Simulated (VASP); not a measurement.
# SnSe (Fm-3m) in VASP: a series of runs

Aim: see how the results for SnSe move with the level of theory and the settings. Levels: PBEsol-based screened hybrid with 25 % exact exchange, r2SCAN. Tasks: single point, relaxation of cell and atoms.

Program: VASP 6.6.1. These are calculated values, not measurements. Logs are shortened: lines on timing, memory, paths and dates and some standing lists are left out, and cuts for length are marked.

## Step 1: The cell of the first run

The structure is cubic, space group Fm-3m (No. 225). The conventional cell has a = 5.883 Å, b = 5.883 Å, c = 5.883 Å, α = 90.00°, β = 90.00°, γ = 90.00°. Within 3.9 Å of Sn (site symmetry m-3m) lie 6 Se at 2.94 Å. Within 3.9 Å of Se (site symmetry m-3m) lie 6 Sn at 2.94 Å.

## Step 2: Single point, PBEsol-based screened hybrid with 25 % exact exchange

Contents of POSCAR:

```
SnSe
1.0
    0.0000000000      2.9415944317      2.9415944317
    2.9415944317      0.0000000000      2.9415944317
    2.9415944317      2.9415944317      0.0000000000
Sn Se
1 1
Direct
    0.0000000000      0.0000000000      0.0000000000
    0.5000000000      0.5000000000      0.5000000000
```

Contents of INCAR.step1:

```
SYSTEM = SnSe
  PREC = Accurate
  ENCUT = 520
  EDIFF = 1E-5
  ISMEAR = -1
  SIGMA = 0.05
  LREAL = .FALSE.
  LASPH = .TRUE.
  NELM = 60
  ALGO = Normal
  ISIF = 2
  LWAVE = .TRUE.
  NBANDS = 17
  GGA = PE
```

Contents of INCAR.step2:

```
SYSTEM = SnSe
  PREC = Accurate
  ENCUT = 520
  EDIFF = 1E-7
  ISMEAR = -1
  SIGMA = 0.05
  LREAL = .FALSE.
  LASPH = .TRUE.
  NELM = 60
  ALGO = Normal
  ISIF = 2
  LWAVE = .FALSE.
  LCHARG = .TRUE.
  GGA = PS
  LHFCALC = .TRUE.
  AEXX = 0.25
  HFSCREEN = 0.207
  PRECFOCK = Normal
  LELF = .TRUE.
  LVHAR = .TRUE.
  NBANDS = 17
  ISTART = 1
```

Contents of KPOINTS:

```
regular mesh
0
G
  4 4 4
  0 0 0
```

Potentials or basis: VASP PAW PBE potentials, release 64 (Sn_d, Se).

The run is started by

```console
cat potpaw_PBE.64/Sn_d/POTCAR potpaw_PBE.64/Se/POTCAR > POTCAR
cp INCAR.step1 INCAR
mpirun -np 1 vasp_std > vasp.out
cp INCAR.step2 INCAR
mpirun -np 1 vasp_std > vasp.out
```

OUTCAR:

```text
SYSTEM = SnSe
   PREC = Accurate
   ENCUT = 520
   EDIFF = 1E-7
   ISMEAR = -1
   LREAL = .FALSE.
   LASPH = .TRUE.
   NELM = 60
   ISIF = 2
   GGA = PS
   LHFCALC = .TRUE.
   AEXX = 0.25
   HFSCREEN = 0.207
   PRECFOCK = Normal
   ISTART = 1

 ion  position               nearest neighbor table
   1  0.000  0.000  0.000-   2 2.94   2 2.94   2 2.94   2 2.94   2 2.94   2 2.94
   2  0.500  0.500  0.500-   1 2.94   1 2.94   1 2.94   1 2.94   1 2.94   1 2.94

  LATTYP: Found a face centered cubic cell.
 ALAT       =     5.8831888634

  Lattice vectors:

 A1 = (   0.0000000000,   2.9415944317,   2.9415944317)
 A2 = (   2.9415944317,   0.0000000000,   2.9415944317)
 A3 = (   2.9415944317,   2.9415944317,   0.0000000000)

Analysis of symmetry for initial positions (statically):
=====================================================================
 Subroutine PRICEL returns:
 Original cell was already a primitive cell.

 Routine SETGRP: Setting up the symmetry group for a
 face centered cubic supercell.

 Subroutine GETGRP returns: Found 48 space group operations
 (whereof 48 operations were pure point group operations)
 out of a pool of 48 trial point group operations.

The static configuration has the point symmetry O_h .

Analysis of symmetry for dynamics (positions and initial velocities):
=====================================================================
 Subroutine PRICEL returns:
 Original cell was already a primitive cell.

 Routine SETGRP: Setting up the symmetry group for a
 face centered cubic supercell.

 Subroutine GETGRP returns: Found 48 space group operations
 (whereof 48 operations were pure point group operations)
 out of a pool of 48 trial point group operations.

The dynamic configuration has the point symmetry O_h .

 Subroutine INISYM returns: Found 48 space group operations
 (whereof 48 operations are pure point group operations),
 and found     1 'primitive' translations

----------------------------------------------------------------------------------------

                                     Primitive cell

  volume of cell :      50.9071

  direct lattice vectors                    reciprocal lattice vectors
     0.000000000  2.941594432  2.941594432    -0.169975845  0.169975845  0.169975845
     2.941594432  0.000000000  2.941594432     0.169975845 -0.169975845  0.169975845
     2.941594432  2.941594432  0.000000000     0.169975845  0.169975845 -0.169975845

[... 72 lines left out ...]
   ISIF   =      2    stress and relaxation
   ISYM   =      3    0-nonsym 1-usesym 2-fastsym
   POTIM  = 0.5000    time-step for ionic-motion
   TEBEG  =    0.0;   TEEND  =   0.0 temperature during run
   PSTRESS=    0.0 pullay stress
   NELECT =      20.0000    total number of electrons
   NUPDOWN=      -1.0000    fix difference up-down
   EMIN   =  10.00;   EMAX   =-10.00  energy-range for DOS
   EFERMI =   0.00;   METHOD = LEGACY
   ISMEAR =    -1;   SIGMA  =   0.05  broadening in eV -4-tet -1-fermi 0-gaus
   EFERMI_NEDOS =   21; number of points for ismear=-14 and -15
   IALGO  =     38    algorithm
   IMIX   =      1    mixing-type and parameters
     AMIX     =   0.40;   BMIX     =  1.00
     AMIX_MAG =   1.60;   BMIX_MAG =  1.00
  volume/ion in A,a.u.               =      25.45       171.77
  Fermi-wavevector in a.u.,A,eV,Ry     =   1.199017  2.265814 19.560306  1.437642
  Thomas-Fermi vector in A             =   2.334891
   LORBIT       =      0    0 simple, 1 ext, 2 COOP (PROOUT), +10 PAW based schemes
   GGA     = PS    functional components
   LHFCALC =     T    Hartree Fock is set to
   PRECFOCK=normal    Normal, Fast or Accurate (Low or Medium for compatibility)
   ENCUT4O =  -1.0   cutoff for four orbital integrals eV
   NKREDX  =     1    reduce k-point grid by
   NKREDY  =     1    reduce k-point grid by
   NKREDZ  =     1    reduce k-point grid by
   AEXX    =    0.2500 exact exchange contribution
   HFSCREEN=    0.2070 screening length (either q_TF or 0.3 A-1)
   HFSCREENC=   0.2070 screening length for correlation (either q_TF or 0.3 A-1)
   ENCUTFOCK=  -1.0 apply spherical cutoff to Coloumb kernel
   IVDW    =     0    specifies the selected vdW correction
   LEPSILON=     F    determine dielectric tensor
   LRPA    =     F    only Hartree local field effects (RPA)
 non-spin polarized calculation
  energy-cutoff  :      520.00
  volume of cell :       50.91
 maximum number of plane-waves:      1384
 NGX is ok and might be reduce to    32
  NGX = 24; NGY = 24; NGZ = 24

 number of electron      19.9999997 magnetization

 Free energy of the ion-electron system (eV)
  ---------------------------------------------------
  ext. energy  EPLUGINS =         0.00000000
  ---------------------------------------------------
  free energy    TOTEN  =       -10.34676398 eV

  energy without entropy =      -10.34674797  energy(sigma->0) =      -10.34675597

 E-fermi :   6.6149     XC(G=0):  -8.3658

 val. band max:        6.1670127910   @ k =   0.5000   0.0000   0.0000
 cond. band min:       7.0628891990   @ k =   0.5000   0.0000   0.0000
 fundamental gap:      0.8958764079
 Fermi energy:         6.6149491007

 k-point     1 :       0.0000    0.0000    0.0000
  band No.  band energies     occupation
      1     -17.7670      2.00000
      2     -17.7670      2.00000
      3     -17.7538      2.00000
      4     -17.7538      2.00000
      5     -17.7538      2.00000
      6      -9.9465      2.00000
[... 137 lines left out ...]
      4     -17.7469      2.00000
      5     -17.7298      2.00000
      6      -8.3079      2.00000
[... 9 lines left out ...]
     16      18.6178      0.00000
     17      19.9366      0.00000

------------------------ aborting loop because EDIFF is reached ----------------------------------------

  FORCE on cell =-STRESS in cart. coord.  units (eV):
  Direction    XX          YY          ZZ          XY          YZ          ZX
  --------------------------------------------------------------------------------------
  -------------------------------------------------------------------------------------
  Total       -0.0231569     -0.0231569     -0.0231569     -0.0000000     -0.0000000      0.0000000
  in kB       -0.7288073     -0.7288073     -0.7288073     -0.0000000     -0.0000000      0.0000000
  external PRESSURE =      -0.7288073 kB  Pullay stress =       0.0000000 kB

 VOLUME and BASIS-vectors are now :
 -----------------------------------------------------------------------------
  energy-cutoff  :      520.00
  volume of cell :       50.91
      direct lattice vectors                 reciprocal lattice vectors
     0.000000000  2.941594432  2.941594432    -0.169975845  0.169975845  0.169975845
     2.941594432  0.000000000  2.941594432     0.169975845 -0.169975845  0.169975845
     2.941594432  2.941594432  0.000000000     0.169975845  0.169975845 -0.169975845

 POSITION                                       TOTAL-FORCE (eV/Angst)
 -----------------------------------------------------------------------------------
      0.00000      0.00000      0.00000         0.000000     -0.000000     -0.000000
      2.94159      2.94159      2.94159         0.000000      0.000000      0.000000
 -----------------------------------------------------------------------------------
    total drift:                                0.000029     -0.000028     -0.000020

  FREE ENERGIE OF THE ION-ELECTRON SYSTEM (eV)
  ---------------------------------------------------
  free  energy   TOTEN  =       -10.3467639762 eV

  energy  without entropy=      -10.3467479675  energy(sigma->0) =      -10.34675597
```

It took 25 min on 1 thread of AMD EPYC, shared host; peak memory 0.26 GiB.

What came out:

```
Free energy            : -10.3468 eV
Pressure               : -0.1 GPa
Band gap on the k mesh : 0.90 eV
```

Caveat: the k points lie up to 0.46 Å⁻¹ apart; the PAW data sets were made with another functional, which shifts forces and pressure a little; spin-orbit coupling is left out, which moves the levels of the heavy elements. A k mesh can miss the band edges.

## Step 3: Single point, PBEsol-based screened hybrid with 25 % exact exchange

This run uses another cell than the first one, of 27.27 Å³/atom.

Contents of POSCAR:

```
SnSe
1.0
    0.0000000000      3.0100000000      3.0100000000
    3.0100000000      0.0000000000      3.0100000000
    3.0100000000      3.0100000000      0.0000000000
Sn Se
1 1
Direct
    0.0000000000      0.0000000000      0.0000000000
    0.5000000000      0.5000000000      0.5000000000
```

Contents of INCAR.step1:

```
SYSTEM = SnSe
ALGO = Normal
EDIFF = 1E-5
ENCUT = 520
GGA = PE
ISIF = 2
ISMEAR = -1
LASPH = .TRUE.
LCHARG = .FALSE.
LREAL = .FALSE.
LWAVE = .TRUE.
NBANDS = 17
NELM = 100
PREC = Accurate
SIGMA = 0.05
```

Contents of INCAR.step2:

```
SYSTEM = SnSe
AEXX = 0.25
ALGO = Normal
EDIFF = 1E-7
ENCUT = 520
GGA = PS
HFSCREEN = 0.207
ISIF = 2
ISMEAR = -1
ISTART = 1
LASPH = .TRUE.
LCHARG = .FALSE.
LHFCALC = .TRUE.
LREAL = .FALSE.
LWAVE = .FALSE.
NBANDS = 17
NELM = 100
PREC = Accurate
PRECFOCK = Normal
SIGMA = 0.05
```

Contents of KPOINTS:

```
k-points
0
G
  4 4 4
  0 0 0
```

Potentials or basis: VASP PAW PBE potentials, release 64 (Sn_d, Se).

The run is started by

```console
cat potpaw_PBE.64/Sn_d/POTCAR potpaw_PBE.64/Se/POTCAR > POTCAR
cp INCAR.step1 INCAR
mpirun -np 1 vasp_std > vasp.out
cp INCAR.step2 INCAR
mpirun -np 1 vasp_std > vasp.out
```

Wall time 24 min (1 thread of AMD EPYC, shared host); peak memory 0.26 GiB.

Results (log left out):

```yaml
Free_energy: -10.3024 eV
Pressure: -3.7 GPa
Band_gap_on_the_k_mesh: 0.51 eV
```

Levels at points of the mesh, in eV from the valence-band top:
| k point | band 8 | band 9 | band 10 | band 11 | band 12 | band 13 |
| --- | --- | --- | --- | --- | --- | --- |
| (0.00, 0.00, 0.00) | -2.77 | -2.77 | -2.77 | 4.81 | 4.81 | 4.81 |
| (0.50, 0.00, 0.00) | -2.52 | -2.52 | 0.00 | 0.51 | 1.41 | 1.41 |
| (0.50, 0.50, 0.00) | -6.40 | -4.36 | -4.36 | 3.17 | 5.92 | 5.92 |

Caveat: the k points lie up to 0.45 Å⁻¹ apart; the PAW data sets were made with another functional, which shifts forces and pressure a little; spin-orbit coupling is left out, which moves the levels of the heavy elements. A k mesh can miss the band edges.

## Step 4: Relaxation of cell and atoms, r2SCAN

This run uses another cell than the first one, of 27.27 Å³/atom.

POSCAR is that of step 3.

Contents of INCAR.step1:

```
SYSTEM = SnSe
METAGGA  = R2SCAN         ! meta-GGA
ISMEAR   = 0              ! smearing method
SIGMA    = 0.03           ! smearing width, eV
LWAVE    = .FALSE.        ! write WAVECAR
LCHARG   = .FALSE.        ! write CHGCAR
NSW      = 80             ! ionic steps
PREC     = Accurate       ! precision mode
LASPH    = .TRUE.         ! aspherical terms in the spheres
LREAL    = .FALSE.        ! projectors in reciprocal space
ALGO     = Normal         ! electronic algorithm
EDIFF    = 1E-7           ! SCF threshold, eV
NELM     = 120            ! most SCF steps
GGA_COMPAT= .FALSE.      
IBRION   = 2              ! ionic algorithm
ISIF     = 3              ! what is computed and relaxed
EDIFFG   = -0.002         ! ionic threshold
NELMIN   = 4            
ENCUT    = 620            ! plane-wave cutoff, eV
EFERMI   = MIDGAP       
LMIXTAU  = .TRUE.       
POTIM    = 0.5            ! step
```

Contents of INCAR.step4:

```
SYSTEM = SnSe
METAGGA  = R2SCAN         ! meta-GGA
ISMEAR   = 0              ! smearing method
SIGMA    = 0.03           ! smearing width, eV
LWAVE    = .FALSE.        ! write WAVECAR
LCHARG   = .FALSE.        ! write CHGCAR
PREC     = Accurate       ! precision mode
LASPH    = .TRUE.         ! aspherical terms in the spheres
LREAL    = .FALSE.        ! projectors in reciprocal space
ALGO     = Normal         ! electronic algorithm
EDIFF    = 1E-7           ! SCF threshold, eV
NELM     = 120            ! most SCF steps
GGA_COMPAT= .FALSE.      
ISIF     = 2              ! what is computed and relaxed
ENCUT    = 620            ! plane-wave cutoff, eV
EFERMI   = MIDGAP       
LMIXTAU  = .TRUE.
```

Contents of KPOINTS:

```
Automatic mesh
0
Gamma
  8 8 8
  0 0 0
```

Potentials or basis: VASP PAW PBE potentials, release 64 (Sn_d, Se).

The run is started by

```console
cat potpaw_PBE.64/Sn_d/POTCAR potpaw_PBE.64/Se/POTCAR > POTCAR
cp INCAR.step1 INCAR
cp POSCAR.step1 POSCAR
mpirun -np 1 vasp_std > vasp.out
cp CONTCAR POSCAR
mpirun -np 1 vasp_std > vasp.out
cp CONTCAR POSCAR
mpirun -np 1 vasp_std > vasp.out
cp CONTCAR POSCAR
cp INCAR.step4 INCAR
mpirun -np 1 vasp_std > vasp.out
```

OUTCAR:

```text
SYSTEM = SnSe
   METAGGA = R2SCAN
   ISMEAR = 0
   PREC = Accurate
   LASPH = .TRUE.
   LREAL = .FALSE.
   EDIFF = 1E-7
   NELM = 120
   ISIF = 2
   ENCUT = 620
   EFERMI = MIDGAP

 ion  position               nearest neighbor table
   1  0.000  0.000  0.000-   2 3.01   2 3.01   2 3.01   2 3.01   2 3.01   2 3.01
   2  0.500  0.500  0.500-   1 3.01   1 3.01   1 3.01   1 3.01   1 3.01   1 3.01

  LATTYP: Found a face centered cubic cell.
 ALAT       =     6.0157939106

  Lattice vectors:

 A1 = (   0.0000000000,   3.0078969553,   3.0078969553)
 A2 = (   3.0078969553,   0.0000000000,   3.0078969553)
 A3 = (   3.0078969553,   3.0078969553,   0.0000000000)

Analysis of symmetry for initial positions (statically):
=====================================================================
 Subroutine PRICEL returns:
 Original cell was already a primitive cell.

 Routine SETGRP: Setting up the symmetry group for a
 face centered cubic supercell.

 Subroutine GETGRP returns: Found 48 space group operations
 (whereof 48 operations were pure point group operations)
 out of a pool of 48 trial point group operations.

[... 182 lines left out ...]
      6      -9.0083      2.00000
      7       0.4830      2.00000
      8       3.0855      2.00000
      9       3.0855      2.00000
     10       3.0855      2.00000
     11      10.0969      0.00000
     12      10.0969      0.00000
     13      10.0969      0.00000
     14      11.7705      0.00000
[... 377 lines left out ...]
      1     -16.8332      2.00000
      2     -16.8215      2.00000
      3     -16.8103      2.00000
      4     -16.8065      2.00000
      5     -16.8011      2.00000
      6      -7.8727      2.00000
      7      -2.4057      2.00000
      8       1.5707      2.00000
      9       2.1288      2.00000
     10       4.6725      2.00000
     11       6.7136      0.00000
     12       8.8336      0.00000
     13       9.7703      0.00000
     14      13.1381      0.00000

 [... further k-points ...]

------------------------ aborting loop because EDIFF is reached ----------------------------------------

  FORCE on cell =-STRESS in cart. coord.  units (eV):
  Direction    XX          YY          ZZ          XY          YZ          ZX
  --------------------------------------------------------------------------------------
  -------------------------------------------------------------------------------------
  Total        0.0009590      0.0009590      0.0009590     -0.0000000      0.0000000      0.0000000
  in kB        0.0282295      0.0282295      0.0282295     -0.0000000      0.0000000      0.0000000
  external PRESSURE =       0.0282295 kB  Pullay stress =       0.0000000 kB

 VOLUME and BASIS-vectors are now :
 -----------------------------------------------------------------------------
  energy-cutoff  :      620.00
  volume of cell :       54.43
      direct lattice vectors                 reciprocal lattice vectors
     0.000000000  3.007896955  3.007896955    -0.166229099  0.166229099  0.166229099
     3.007896955  0.000000000  3.007896955     0.166229099 -0.166229099  0.166229099
     3.007896955  3.007896955  0.000000000     0.166229099  0.166229099 -0.166229099

 POSITION                                       TOTAL-FORCE (eV/Angst)
 -----------------------------------------------------------------------------------
      0.00000      0.00000      0.00000         0.000000      0.000000      0.000000
      3.00790      3.00790      3.00790        -0.000000     -0.000000     -0.000000
 -----------------------------------------------------------------------------------
    total drift:                               -0.000000      0.000000      0.000000

  FREE ENERGIE OF THE ION-ELECTRON SYSTEM (eV)
  ---------------------------------------------------
  free  energy   TOTEN  =       -39.8809452665 eV

  energy  without entropy=      -39.8809452665  energy(sigma->0) =      -39.88094527
```

OUTCAR.step2:

```text
SYSTEM = SnSe
   METAGGA = R2SCAN
   ISMEAR = 0
   NSW = 80
   PREC = Accurate
   LASPH = .TRUE.
   LREAL = .FALSE.
   EDIFF = 1E-7
   NELM = 120
[... 640 lines left out ...]
      0.00000      0.00000      0.00000         0.000000      0.000000      0.000000
      3.00790      3.00790      3.00790        -0.000000     -0.000000     -0.000000
 -----------------------------------------------------------------------------------
    total drift:                               -0.000000      0.000000      0.000000

  FREE ENERGIE OF THE ION-ELECTRON SYSTEM (eV)
  ---------------------------------------------------
  free  energy   TOTEN  =       -39.8809452665 eV

  energy  without entropy=      -39.8809452665  energy(sigma->0) =      -39.88094527

 reached required accuracy - stopping structural energy minimisation
```

Wall time 11 min (1 thread of Intel Xeon Platinum 8488C (Sapphire Rapids), shared host); peak memory 0.24 GiB.

What came out:

- Free energy: -39.8809 eV
- Relaxed volume: 27.21 Å³/atom
- Relaxed cell: a = 4.254 Å, b = 4.254 Å, c = 4.254 Å, α = 60.00°, β = 60.00°, γ = 60.00°
- Space group after relaxing (to 0.1 Å): Fm-3m (No. 225)
- Energy gained by relaxing: 0.0 meV/atom
- Ionic steps: 5
- Pressure after relaxing: 0.0 GPa
- Band gap on the k mesh: 0.46 eV

Final structure:
```xyz
2
Lattice="0.0000 3.0079 3.0079 3.0079 0.0000 3.0079 3.0079 3.0079 0.0000" Properties=species:S:1:pos:R:3 pbc="T T T"
Sn    0.0000    0.0000    0.0000
Se    3.0079    3.0079    3.0079
```

Caveat: the PAW data sets were made with another functional, which shifts forces and pressure a little; spin-orbit coupling is left out, which moves the levels of the heavy elements. A k mesh can miss the band edges.

## Step 5: The runs side by side

| task | level | cell | k mesh | cutoff (eV) | smearing | dipole correction | grid for exact exchange (PRECFOCK) | share of exact exchange | screening parameter | tolerance level | gap on the mesh (eV) | pressure (GPa) |
| --- | --- | --- | --- | --- | --- | --- | --- | --- | --- | --- | --- | --- |
| single point | PBEsol-based screened hybrid with 25 % exact exchange | a = 4.160 Å, angles 60.0°, 2 atoms | 4 × 4 × 4 | 520 | fermi-dirac 0.05 eV | no | Normal | 0.25 | 0.207 1/Å | - | 0.90 | -0.1 |
| single point | PBEsol-based screened hybrid with 25 % exact exchange | a = 4.257 Å, angles 60.0°, 2 atoms | 4 × 4 × 4 | 520 | fermi-dirac 0.05 eV | no | Normal | 0.25 | 0.207 1/Å | - | 0.51 | -3.7 |
| relaxation of cell and atoms | r2SCAN | relaxed from a = 4.257 Å, angles 60.0°, 2 atoms | 8 × 8 × 8 | 620 | gaussian 0.03 eV | - | - | - | - | standard | 0.46 | 0.0 |

Alike in all rows: potentials or basis VASP PAW PBE potentials, release 64 (Sn_d, Se); no spin polarisation.

Caveats: some runs use coarse meshes; the PAW data sets were made with another functional, which shifts forces and pressure a little; spin-orbit coupling is left out, which moves the levels of the heavy elements.

Total energies depend on the potentials used, so only differences within one code and one set of settings carry meaning.
